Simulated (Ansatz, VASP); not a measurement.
**HfNbSe4 in VASP and in Ansatz**

```
Hf Nb Se
1.0
     0.00000    3.92624    3.92624
     3.92624    0.00000    3.92624
     3.92624    3.92624    0.00000
Hf Nb Se
1 1 4
Direct
  0.00000 0.00000 0.00000
  0.75000 0.75000 0.75000
  0.87482 0.37506 0.37506
  0.37506 0.37506 0.37506
  0.37506 0.87482 0.37506
  0.37506 0.37506 0.87482
```

Change from the starting cell: species swapped into the ZrCu4Ag type (F-43m, No. 216).

Alike in both runs: functional PBE; k mesh 4 × 4 × 4; occupations gaussian, width 0.1 eV; no spin polarisation.

Ansatz relaxed the structure, and its values are those at the end. VASP's run is a single point on that final structure, the one shown.

|  | VASP | Ansatz |
| --- | --- | --- |
| version | VASP 6.6.1 | Ansatz 0.2.0 |
| potentials or method | VASP PAW PBE potentials, release 64 (Hf_pv, Nb_sv, Se), cutoff 520 eV | scalar-relativistic, plane waves, PAW |
| valence electrons in the cell | 47 | 103 |

VASP gave:

- gap on the k mesh at the Fermi level (eV): none
- pressure (GPa): -0.2
- rms of the force components (eV/Å): 0.029

Question: What did Ansatz give for the same quantities?

Answer: gap on the k mesh at the Fermi level (eV): none; pressure (GPa): -0.1; rms of the force components (eV/Å): 0.030.

A gap of «none» marks a metal or a gap that the smearing closes. VASP's potentials hold 47 valence electrons a cell and Ansatz's 103, so a difference there can come from the potentials and not from the codes.

Spin-orbit coupling is off throughout.
